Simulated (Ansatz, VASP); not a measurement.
# Two plane-wave programs on WAu

```
CELL_PARAMETERS angstrom
0.00000 2.74798 2.74798
2.74798 0.00000 2.74798
2.74798 2.74798 0.00000
ATOMIC_POSITIONS crystal
W 0.00000 0.00000 0.00000
Au 0.75000 0.75000 0.75000
```

Alike in both runs: task relaxation of cell and atoms; functional PBE-based screened hybrid; k mesh 4 × 4 × 4; occupations fermi-dirac, width 0.05 eV; no spin polarisation.

|  | VASP | Ansatz |
| --- | --- | --- |
| version | VASP 6.6.1 | Ansatz 0.2.0 |
| potentials or method | VASP PAW PBE potentials, release 64 (W_sv, Au) | Ansatz PAW |
| plane-wave cutoff (eV) | 600 | 420 |
| valence electrons in the cell | 25 | 33 |

```tsv
	VASP	Ansatz	Ansatz less VASP
gap on the k mesh at the Fermi level, each at its own relaxed structure (eV)	none	none	-
relaxed volume (Å³/atom)	24.00	24.00	+0.002
relaxed cell length with the largest relative difference (Å)	4.079	4.079	+0.0001
```

VASP's potentials were made for PBE, not for PBE-based screened hybrid. A gap of «none» marks a metal or a gap that the smearing closes. VASP's potentials hold 25 valence electrons a cell and Ansatz's 33, so a difference there can come from the potentials and not from the codes.

The k mesh is coarse, so the values compare programs but aren't converged. Neither program's run includes spin-orbit coupling. Noted on VASP's run: the volume moved by over 15 % at a fixed basis, so the end points are rough. Noted on Ansatz's run: the volume moved by over 15 % at a fixed basis, so the end points are rough; the plane-wave basis is chosen anew once the cell has moved, so the energies of steps on either side of that aren't comparable.
